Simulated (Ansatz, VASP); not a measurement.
## Two plane-wave programs on Ga2Cl3

File INCAR:

```
PREC = Accurate ; ENCUT = 520
EDIFF = 1E-7 ; ISMEAR = 0
SIGMA = 0.1 ; LREAL = F
LASPH = T ; NELM = 80
ALGO = Normal ; ISIF = 2
LWAVE = F ; LCHARG = T
GGA = PE ; LELF = T
LVHAR = T ; NBANDS = 32
```

Contents of KPOINTS:

```
Automatic mesh
0
Gamma
  6 6 4
```

POSCAR

```
Ga2Cl3
1.0
    4.3425317317      0.0000000000      0.0000000000
   -2.1712658658      3.7607427963      0.0000000000
    0.0000000000      0.0000000000      6.7562739886
Ga Cl
2 3
Direct
    0.3333333333      0.6666666667      0.2450000000
    0.6666666667      0.3333333333      0.7550000000
    0.0000000000      0.0000000000      0.0000000000
    0.3333333333      0.6666666667      0.6450000000
    0.6666666667      0.3333333333      0.3550000000
```

Input for Ansatz:

```yaml
crystal:
  lattice:
    - [4.3425317317, 0.0, 0.0]
    - [-2.1712658658, 3.7607427963, 0.0]
    - [0.0, 0.0, 6.7562739886]
  atoms:
    - { symbol: Ga, position: [0.3333333333, 0.6666666667, 0.245] }
    - { symbol: Ga, position: [0.6666666667, 0.3333333333, 0.755] }
    - { symbol: Cl, position: [0.0, 0.0, 0.0] }
    - { symbol: Cl, position: [0.3333333333, 0.6666666667, 0.645] }
    - { symbol: Cl, position: [0.6666666667, 0.3333333333, 0.355] }
basis:
  ecutwfc: 420
kpoints:
  mp_grid: { grid: [6, 6, 4] }
hamiltonian:
  xc: pbe
scf:
  occupations: { method: gaussian, width: 0.1 }
  lower_state_search: "off"
output:
  forces: true
  stress: true
  eigenvalues: true
```

Alike in both runs: task single point; functional PBE; k mesh 6 × 6 × 4; occupations gaussian, width 0.1 eV; no spin polarisation.

```csv
,VASP,Ansatz
version,VASP 6.6.1,Ansatz 0.2.0
potentials or method,"VASP PAW PBE potentials, release 64 (Ga_d, Cl), cutoff 520 eV","scalar-relativistic, plane waves, PAW"
valence electrons in the cell,47,47
```

Ansatz gave:

| Property | Result |
| --- | --- |
| gap on the k mesh at the Fermi level (eV) | none |
| pressure (GPa) | 5.6 |
| traceless stress, the component that is largest in VASP (GPa) | -0.27 |
| rms of the force components (eV/Å) | 0.290 |

What did VASP give for the same quantities?

gap on the k mesh at the Fermi level (eV): none; pressure (GPa): 5.6; traceless stress, the component that is largest in VASP (GPa): -0.28; rms of the force components (eV/Å): 0.294.

Atom by atom the forces differ by 0.003 eV/Å (rms over components). A gap of «none» marks a metal or a gap that the smearing closes.
